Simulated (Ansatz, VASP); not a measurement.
**Two plane-wave programs on Li4SiS4**

```xyz
9
Lattice="-4.4460 4.4460 2.2107 4.4460 -4.4460 2.2107 4.4460 4.4460 -2.2107" Properties=species:S:1:pos:R:3 pbc="T T T"
Li    3.0091    1.6542    0.0000
Li    1.6542    5.8830    0.0000
Li    2.7919   -1.4369    2.2107
Li    1.4369    2.7919    2.2107
Si    0.0000    0.0000    0.0000
S     3.8589    2.3023    2.2107
S     6.7483    0.5871    0.0000
S    -2.3023    3.8589    2.2107
S     0.5871    2.1438    0.0000
```

Change from the starting cell: species swapped into the Na4WO4 type (I4/m, No. 87).

Alike in both runs: functional PBE; k mesh 4 × 4 × 4; occupations gaussian, width 0.1 eV; no spin polarisation.

Ansatz relaxed the structure, and its values are those at the end. VASP's run is a single point on that final structure, the one shown.

|  | VASP | Ansatz |
| --- | --- | --- |
| version | VASP 6.6.1 | Ansatz 0.2.0 |
| potentials or method | VASP PAW PBE potentials, release 64 (Li_sv, Si, S), cutoff 520 eV | scalar-relativistic, plane waves, PAW |
| valence electrons in the cell | 40 | 40 |

|  | VASP | Ansatz | Ansatz less VASP |
| --- | --- | --- | --- |
| gap on the k mesh at the Fermi level (eV) | 1.48 | 1.47 | -0.008 |
| least direct gap on the mesh (eV) | 1.72 | 1.71 | -0.008 |
| rms of the force components (eV/Å) | 0.013 | 0.007 | -0.0061 |

Noted on VASP's run: the cutoff is short for stress, so the pressure is rough.
